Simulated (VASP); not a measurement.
A run of VASP 6.6.1 is set up as follows.

INCAR

```
SYSTEM = Mg2Ge
ALGO     = Normal         ! electronic algorithm
EDIFF    = 1E-8           ! SCF threshold, eV
ENCUT    = 600            ! plane-wave cutoff, eV
GGA_COMPAT= .FALSE.      
IBRION   = 6              ! ionic algorithm
ISIF     = 3              ! what is computed and relaxed
ISMEAR   = -1             ! smearing method
LASPH    = .TRUE.         ! aspherical terms in the spheres
LCHARG   = .FALSE.        ! write CHGCAR
LREAL    = .FALSE.        ! projectors in reciprocal space
LWAVE    = .FALSE.        ! write WAVECAR
NBANDS   = 16             ! bands
NELM     = 120            ! most SCF steps
NFREE    = 2            
NSW      = 1              ! ionic steps
POTIM    = 0.015          ! step
PREC     = Accurate       ! precision mode
SIGMA    = 0.1            ! smearing width, eV
```

The input KPOINTS:

```
k-points
0
G
  12 12 12
  0 0 0
```

POSCAR

```
Mg2Ge
1.0
    0.0000000000      2.9572473275      2.9572473275
    2.9572473275      0.0000000000      2.9572473275
    2.9572473275      2.9572473275      0.0000000000
Mg Ge
2 1
Direct
    0.2500000000      0.2500000000      0.2500000000
    0.7500000000      0.7500000000      0.7500000000
    0.0000000000      0.0000000000      0.0000000000
```

Potentials or basis: VASP PAW LDA potentials, release 64 (Mg, Ge_d).

Run with:

```console
$ cat potpaw_LDA.64/Mg/POTCAR potpaw_LDA.64/Ge_d/POTCAR > POTCAR
$ mpirun -np 1 vasp_std > vasp.out
```

**Question.** Predict the elastic constants C11, C12, C44.

**Answer.** 176, 58, 65 GPa.

**Question.** Predict the Voigt bulk modulus.

**Answer.** 98 GPa.

**Question.** Estimate the highest phonon frequency at Γ.

**Answer.** 329 cm⁻¹.

Elastic tensor in Voigt notation (GPa, in the Cartesian axes of the cell as first typed):
```
176  58  58   0   0   0
 58 176  58   0   0   0
 58  58 176   0   0   0
  0   0   0  65   0   0
  0   0   0   0  65   0
  0   0   0   0   0  65
```

Caveat: the cell is under stress, which shifts elastic constants.
